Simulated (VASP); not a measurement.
A run of VASP 6.6.1 is set up as follows.

Contents of INCAR:

```
PREC = Accurate
ENCUT = 520
EDIFF = 1E-7
ISMEAR = 0
SIGMA = 0.05
LREAL = False
LASPH = True
NELM = 80
ALGO = Normal
ISIF = 2
LWAVE = False
LCHARG = False
GGA = PS
NBANDS = 35
```

Contents of KPOINTS:

```
Automatic mesh
0
Gamma
  6 6 6
```

File POSCAR:

```
Al2O3
1.0
    2.2459200283      1.2966825329      4.8983515818
   -2.2459200283      1.2966825329      4.8983515818
    0.0000000000     -2.5933650659      4.8983515818
Al O
4 6
Direct
    0.8405082487      0.8405082487      0.8405082487
    0.6594917513      0.6594917513      0.6594917513
    0.1594917513      0.1594917513      0.1594917513
    0.3405082487      0.3405082487      0.3405082487
    0.0558571577      0.4441428423      0.7500000000
    0.7500000000      0.0558571577      0.4441428423
    0.4441428423      0.7500000000      0.0558571577
    0.9441428423      0.5558571577      0.2500000000
    0.2500000000      0.9441428423      0.5558571577
    0.5558571577      0.2500000000      0.9441428423
```

Potentials or basis: VASP PAW PBE potentials, release 64 (Al, O).

Launch:

```sh
$ cat potpaw_PBE.64/Al/POTCAR potpaw_PBE.64/O/POTCAR > POTCAR
$ mpirun -np 1 vasp_std > vasp.out
```

Task: Predict the band gap on the k mesh.

Result: 4.49 eV.

Task: Estimate the pressure.

Result: 3.5 GPa.

Task: What does it give for the largest force?

Result: 1.568 eV/Å.

Forces on the atoms (eV/Å):
```
Al   0.000  0.000  1.568
Al   0.000  0.000 -1.568
Al   0.000  0.000 -1.568
Al   0.000  0.000  1.568
O    1.220  0.000  0.000
O   -0.610  1.057  0.000
O   -0.610 -1.057  0.000
O   -1.220  0.000  0.000
O    0.610 -1.057  0.000
O    0.610  1.057  0.000
```

Caveat: the stress differs along the axes, from -48 to 29 GPa; the PAW data sets were made with another functional, which shifts forces and pressure a little.
